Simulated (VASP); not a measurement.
# Cr (Im-3m) in VASP: single point with PBE

Aim: the single point of Cr with PBE.

Everything below comes from runs of VASP 6.6.1. Logs are shortened: lines on timing, memory, paths and dates and some standing lists are left out, and cuts for length are marked.

## Step 1: The cell of the first run

Symmetry: Im-3m, No. 229, cubic system. The conventional cell has a = 2.884 Å, b = 2.884 Å, c = 2.884 Å, α = 90.00°, β = 90.00°, γ = 90.00°. Cr (site symmetry m-3m) has 14 Cr at 2.50 to 2.88 Å within 3.3 Å.

## Step 2: Single point, PBE, collinear spin, ferromagnetic start

The input, INCAR:

```
PREC     = Accurate       # precision mode
ENCUT    = 500            # plane-wave cutoff, eV
EDIFF    = 1E-6           # SCF threshold, eV
ISMEAR   = -1             # smearing method
SIGMA    = 0.3            # smearing width, eV
LREAL    = F              # projectors in reciprocal space
LASPH    = T              # aspherical terms in the spheres
NELM     = 200            # most SCF steps
ALGO     = Normal         # electronic algorithm
ISIF     = 2              # what is computed and relaxed
LWAVE    = F              # write WAVECAR
LCHARG   = F              # write CHGCAR
ISPIN    = 2              # spin polarisation
MAGMOM   = 3              # initial moments
LORBIT   = 11             # projections on sites
LMAXMIX  = 4              # l up to which the mixer works
GGA      = PE             # functional
NBANDS   = 16             # bands
GGA_COMPAT= F
```

The input, KPOINTS:

```
regular mesh
0
Gamma
  8 8 8
```

The input, POSCAR:

```
Cr
1.0
   -1.4419500000      1.4419500000      1.4419500000
    1.4419500000     -1.4419500000      1.4419500000
    1.4419500000      1.4419500000     -1.4419500000
Cr
1
Direct
    0.0000000000      0.0000000000      0.0000000000
```

Potentials or basis: VASP PAW PBE potentials, release 64 (Cr_pv).

Launch:

```
$ cat potpaw_PBE.64/Cr_pv/POTCAR > POTCAR
$ mpirun -np 1 vasp_std > vasp.out
```

OUTCAR:

```text
PREC = Accurate
   ENCUT = 500
   EDIFF = 1E-6
   ISMEAR = -1
   LREAL = F
   LASPH = T
   NELM = 200
   ISIF = 2
   ISPIN = 2
   LORBIT = 11
   GGA = PE

 ion  position               nearest neighbor table
   1  0.000  0.000  0.000-

  LATTYP: Found a body centered cubic cell.
 ALAT       =     2.8839000000

  Lattice vectors:

 A1 = (  -1.4419500000,   1.4419500000,   1.4419500000)
 A2 = (   1.4419500000,  -1.4419500000,   1.4419500000)
 A3 = (   1.4419500000,   1.4419500000,  -1.4419500000)

Analysis of symmetry for initial positions (statically):
=====================================================================
 Subroutine PRICEL returns:
 Original cell was already a primitive cell.

 Routine SETGRP: Setting up the symmetry group for a
 body centered cubic supercell.

 Subroutine GETGRP returns: Found 48 space group operations
 (whereof 48 operations were pure point group operations)
 out of a pool of 48 trial point group operations.

The static configuration has the point symmetry O_h .

Analysis of symmetry for dynamics (positions and initial velocities):
=====================================================================
 Subroutine PRICEL returns:
 Original cell was already a primitive cell.

 Routine SETGRP: Setting up the symmetry group for a
 body centered cubic supercell.

 Subroutine GETGRP returns: Found 48 space group operations
 (whereof 48 operations were pure point group operations)
 out of a pool of 48 trial point group operations.

The dynamic configuration has the point symmetry O_h .

Analysis of structural, dynamic, and magnetic symmetry:
=====================================================================
 Subroutine PRICEL returns:
 Original cell was already a primitive cell.

 Routine SETGRP: Setting up the symmetry group for a
 body centered cubic supercell.

 Subroutine GETGRP returns: Found 48 space group operations
 (whereof 48 operations were pure point group operations)
 out of a pool of 48 trial point group operations.

The overall configuration has the point symmetry O_h .

 Subroutine INISYM returns: Found 48 space group operations
 (whereof 48 operations are pure point group operations),
 and found     1 'primitive' translations

----------------------------------------------------------------------------------------

                                     Primitive cell

  volume of cell :      11.9925

  direct lattice vectors                    reciprocal lattice vectors
    -1.441950000  1.441950000  1.441950000     0.000000000  0.346752661  0.346752661
     1.441950000 -1.441950000  1.441950000     0.346752661  0.000000000  0.346752661
     1.441950000  1.441950000 -1.441950000     0.346752661  0.346752661  0.000000000

  length of vectors
     2.497530662  2.497530662  2.497530662     0.490382316  0.490382316  0.490382316

  position of ions in fractional coordinates (direct lattice)
     0.000000000  0.000000000  0.000000000

  ion indices of the primitive-cell ions
   primitive index   ion index
                 1           1

----------------------------------------------------------------------------------------

 KPOINTS: regular mesh

Automatic generation of k-mesh.
 Grid dimensions read from file:
 generate k-points for:    8    8    8

 Generating k-lattice:

  Cartesian coordinates                     Fractional coordinates (reciprocal lattice)
     0.000000000  0.043344083  0.043344083     0.125000000  0.000000000  0.000000000
     0.043344083  0.000000000  0.043344083     0.000000000  0.125000000  0.000000000
     0.043344083  0.043344083  0.000000000     0.000000000  0.000000000  0.125000000

  Length of vectors
     0.061297790  0.061297790  0.061297790

  Shift w.r.t. Gamma in fractional coordinates (k-lattice)
     0.000000000  0.000000000  0.000000000

 Subroutine IBZKPT returns following result:
 ===========================================

 Found     29 irreducible k-points:

 Following reciprocal coordinates:
            Coordinates               Weight
  0.000000  0.000000  0.000000      1.000000
  0.125000  0.000000  0.000000     12.000000
  0.250000  0.000000  0.000000     12.000000
  0.375000  0.000000  0.000000     12.000000
  0.500000  0.000000  0.000000      6.000000
  0.125000  0.125000  0.000000     24.000000
[... 16 lines left out ...]
 -0.250000  0.250000  0.250000      6.000000
 -0.375000  0.375000  0.250000     24.000000
 [... further k-points ...]
   k-points           NKPTS =     29   k-points in BZ     NKDIM =     29   number of bands    NBANDS=     16
   number of dos      NEDOS =    301   number of ions     NIONS =      1
   total plane-waves  NPLWV =   5832
   dimension x,y,z NGX =    18 NGY =   18 NGZ =   18
   dimension x,y,z NGXF=    36 NGYF=   36 NGZF=   36
   ions per type =               1
   NGX,Y,Z   is equivalent  to a cutoff of  11.98, 11.98, 11.98 a.u.
   NGXF,Y,Z  is equivalent  to a cutoff of  23.96, 23.96, 23.96 a.u.
 SYSTEM =  unknown system
   PREC   = accura    normal or accurate (medium, high low for compatibility)
   ISTART =      0    job   : 0-new  1-cont  2-samecut
   ICHARG =      2    charge: 1-file 2-atom 10-const
   ISPIN  =      2    spin polarized calculation?
   LNONCOLLINEAR =      F non collinear calculations
   LSORBIT =      F    spin-orbit coupling
   LASPH  =      T    aspherical Exc in radial PAW
   ENCUT  =  500.0 eV  36.75 Ry    6.06 a.u.   4.55  4.55  4.55*2*pi/ulx,y,z
   NELM   =    200;   NELMIN=  2; NELMDL= -5     # of ELM steps
   EDIFF  = 0.1E-05   stopping-criterion for ELM
   LREAL  =      F    real-space projection
   EDIFFG = 0.1E-04   stopping-criterion for IOM
   NSW    =      0    number of steps for IOM
   IBRION =     -1    ionic relax: 0-MD 1-quasi-New 2-CG
   NFREE  =      0    steps in history (QN), initial steepest desc. (CG)
   ISIF   =      2    stress and relaxation
   ISYM   =      2    0-nonsym 1-usesym 2-fastsym
   POTIM  = 0.5000    time-step for ionic-motion
   TEBEG  =    0.0;   TEEND  =   0.0 temperature during run
   PSTRESS=    0.0 pullay stress
   NELECT =      12.0000    total number of electrons
   NUPDOWN=      -1.0000    fix difference up-down
   EMIN   =  10.00;   EMAX   =-10.00  energy-range for DOS
   EFERMI =   0.00;   METHOD = LEGACY
   ISMEAR =    -1;   SIGMA  =   0.30  broadening in eV -4-tet -1-fermi 0-gaus
   EFERMI_NEDOS =   21; number of points for ismear=-14 and -15
   IALGO  =     38    algorithm
   IMIX   =      4    mixing-type and parameters
     AMIX     =   0.40;   BMIX     =  1.00
     AMIX_MAG =   1.60;   BMIX_MAG =  1.00
  volume/ion in A,a.u.               =      11.99        80.93
  Fermi-wavevector in a.u.,A,eV,Ry     =   1.637439  3.094310 36.480015  2.681205
  Thomas-Fermi vector in A             =   2.728578
   LORBIT       =     11    0 simple, 1 ext, 2 COOP (PROOUT), +10 PAW based schemes
   GGA     = PE    functional components
   LHFCALC =     F    Hartree Fock is set to
   AEXX    =    0.0000 exact exchange contribution
   IVDW    =     0    specifies the selected vdW correction
   LEPSILON=     F    determine dielectric tensor
   LRPA    =     F    only Hartree local field effects (RPA)
 spin polarized calculation
  energy-cutoff  :      500.00
  volume of cell :       11.99
 maximum number of plane-waves:       321
   NGX =  9   NGY =  9   NGZ =  9

 number of electron      11.9999982 magnetization       0.0002759

 number of electron      11.9999982 magnetization      -0.0000094

 Free energy of the ion-electron system (eV)
  ---------------------------------------------------
  ext. energy  EPLUGINS =         0.00000000
  ---------------------------------------------------
  free energy    TOTEN  =        -9.63407517 eV

  energy without entropy =       -9.30368515  energy(sigma->0) =       -9.46888016

 E-fermi :  10.3621     XC(G=0): -13.4515

 val. band max:       10.1606991060   @ k =  -0.3750   0.5000   0.2500
 cond. band min:      10.5115881255   @ k =  -0.2500   0.2500   0.1250
 fundamental gap:      0.3508890196
 Fermi energy:        10.3621117615

 spin component 1

 k-point     1 :       0.0000    0.0000    0.0000
  band No.  band energies     occupation
      1     -32.2639      1.00000
      2     -32.2639      1.00000
      3     -32.2639      1.00000
      4       2.7291      1.00000
      5       9.6282      0.92029
      6       9.6282      0.92029
[... 8 lines left out ...]
     15      39.5998      0.00000
     16      43.8406      0.00000

 k-point     2 :       0.1250    0.0000    0.0000
  band No.  band energies     occupation
      1     -32.3877      1.00000
      2     -32.3023      1.00000
      3     -32.2645      1.00000
      4       3.3767      1.00000
      5       9.3893      0.96241
      6       9.5639      0.93466
[... 8 lines left out ...]
     15      39.7699      0.00000
     16      39.8936      0.00000
[... 387 lines left out ...]
      5       8.7926      0.99468
      6      10.1043      0.70252
[... 8 lines left out ...]
     15      42.9840      0.00000
     16      42.9840      0.00000

 k-point    24 :      -0.3750    0.3750    0.2500
  band No.  band energies     occupation
      1     -32.8667      1.00000
      2     -32.6354      1.00000
      3     -32.5606      1.00000
      4       7.2120      0.99997
      5       7.9069      0.99972
      6      10.1182      0.69273
[... 8 lines left out ...]
     15      41.6712      0.00000
     16      42.0079      0.00000

 [... further k-points ...]

 spin component 2

 k-point     1 :       0.0000    0.0000    0.0000
  band No.  band energies     occupation
      1     -32.2639      1.00000
      2     -32.2639      1.00000
      3     -32.2639      1.00000
      4       2.7291      1.00000
      5       9.6282      0.92029
      6       9.6282      0.92029
[... 8 lines left out ...]
     15      39.5998      0.00000
     16      43.8405      0.00000

 k-point     2 :       0.1250    0.0000    0.0000
  band No.  band energies     occupation
      1     -32.3877      1.00000
      2     -32.3023      1.00000
      3     -32.2646      1.00000
      4       3.3767      1.00000
      5       9.3893      0.96241
      6       9.5639      0.93467
[... 8 lines left out ...]
     15      39.7699      0.00000
     16      39.8936      0.00000
[... 387 lines left out ...]
      5       8.7926      0.99468
      6      10.1043      0.70252
[... 8 lines left out ...]
     15      42.9840      0.00000
     16      42.9840      0.00000

 k-point    24 :      -0.3750    0.3750    0.2500
  band No.  band energies     occupation
      1     -32.8667      1.00000
      2     -32.6354      1.00000
      3     -32.5607      1.00000
      4       7.2120      0.99997
      5       7.9069      0.99972
      6      10.1182      0.69273
[... 8 lines left out ...]
     15      41.6712      0.00000
     16      42.0078      0.00000

 [... further k-points ...]

------------------------ aborting loop because EDIFF is reached ----------------------------------------

  FORCE on cell =-STRESS in cart. coord.  units (eV):
  Direction    XX          YY          ZZ          XY          YZ          ZX
  --------------------------------------------------------------------------------------
  -------------------------------------------------------------------------------------
  Total       -0.4836067     -0.4836067     -0.4836067     -0.0000000      0.0000000     -0.0000000
  in kB      -64.6088975    -64.6088975    -64.6088975     -0.0000000      0.0000000     -0.0000000
  external PRESSURE =     -64.6088975 kB  Pullay stress =       0.0000000 kB

 VOLUME and BASIS-vectors are now :
 -----------------------------------------------------------------------------
  energy-cutoff  :      500.00
  volume of cell :       11.99
      direct lattice vectors                 reciprocal lattice vectors
    -1.441950000  1.441950000  1.441950000     0.000000000  0.346752661  0.346752661
     1.441950000 -1.441950000  1.441950000     0.346752661  0.000000000  0.346752661
     1.441950000  1.441950000 -1.441950000     0.346752661  0.346752661  0.000000000

 POSITION                                       TOTAL-FORCE (eV/Angst)
 -----------------------------------------------------------------------------------
      0.00000      0.00000      0.00000         0.000000      0.000000      0.000000
 -----------------------------------------------------------------------------------
    total drift:                                0.000000      0.000000      0.000000

  FREE ENERGIE OF THE ION-ELECTRON SYSTEM (eV)
  ---------------------------------------------------
  free  energy   TOTEN  =        -9.6340751660 eV

  energy  without entropy=       -9.3036851522  energy(sigma->0) =       -9.46888016

 total charge

# of ion       s       p       d       tot
------------------------------------------
    1        0.426   6.378   4.178  10.982

 magnetization (x)

# of ion       s       p       d       tot
------------------------------------------
    1       -0.000   0.000  -0.000  -0.000
```

Run time: 7.7 s. Hardware: 1 thread of Intel Xeon Platinum 8375C at 2.90GHz (Ice Lake), shared host; peak memory 0.13 GiB.

Results:

| Property | Result |
| --- | --- |
| Free energy | -9.6341 eV |
| Pressure | -6.5 GPa |
| Band gap on the k mesh | zero (filled and empty bands overlap) |
| Net moment | 0.00 μB per cell |
| Valence electrons inside the program's atomic spheres | Cr 10.98 |

Caveat: the k points lie up to 0.39 Å⁻¹ apart, too coarse for converged energies and pressures of a metal; so wide a smearing shifts energies and pressures; an empty level that is flat over the whole mesh can mark a ghost state of the potentials, or a narrow d or f band; the moments typed at the start vanished in this run.

The gap in the log of VASP goes by the Fermi energy; the results here count the filled bands.